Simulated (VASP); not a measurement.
Here is a VASP 6.6.1 calculation.

Contents of POSCAR:

```
Os
1.0
    0.0243125000      1.9450000000      1.9450000000
    1.9450000000      0.0243125000      1.9450000000
    1.9693125000      1.9693125000      0.0000000000
Os
1
Direct
    0.0000000000      0.0000000000      0.0000000000
```

INCAR.step1

```
SYSTEM = Os
PREC = Accurate
ENCUT = 520
ISMEAR = 0
SIGMA = 0.15
LREAL = .FALSE.
LASPH = .TRUE.
NELM = 60
NBANDS = 10
GGA = PE
ALGO = Normal
EDIFF = 1E-4
LWAVE = .TRUE.
LCHARG = .FALSE.
```

Contents of INCAR.step2:

```
SYSTEM = Os
PREC = Accurate
ENCUT = 520
EDIFF = 1E-6
ISMEAR = 0
SIGMA = 0.15
LREAL = .FALSE.
LASPH = .TRUE.
NELM = 60
ALGO = Normal
ISIF = 2
LWAVE = .FALSE.
LCHARG = .FALSE.
METAGGA = R2SCAN
LMIXTAU = .TRUE.
NBANDS = 10
ISTART = 1
```

KPOINTS

```
Automatic mesh
0
G
  20 20 20
  0 0 0
```

Potentials or basis: VASP PAW PBE potentials, release 64 (Os).

Command:

```bash
$ cat potpaw_PBE.64/Os/POTCAR > POTCAR
$ cp INCAR.step1 INCAR
$ mpirun -np 1 vasp_std > vasp.out
$ cp INCAR.step2 INCAR
$ mpirun -np 1 vasp_std > vasp.out
```

(1) Estimate the pressure.

(2) What does it give for the band gap on the k mesh?

Answers

(1) -16.0 GPa.

(2) zero (bands 4 and 5 overlap by 3.77 eV).

Caveat: the cell differs from its parent crystal (strain +0.0250 x Voigt [0, 0, 0, 0, 0, 1]); the cell stands under tension; the PAW data sets were made with another functional, which shifts forces and pressure a little; spin-orbit coupling is left out, which moves the levels of the heavy elements.
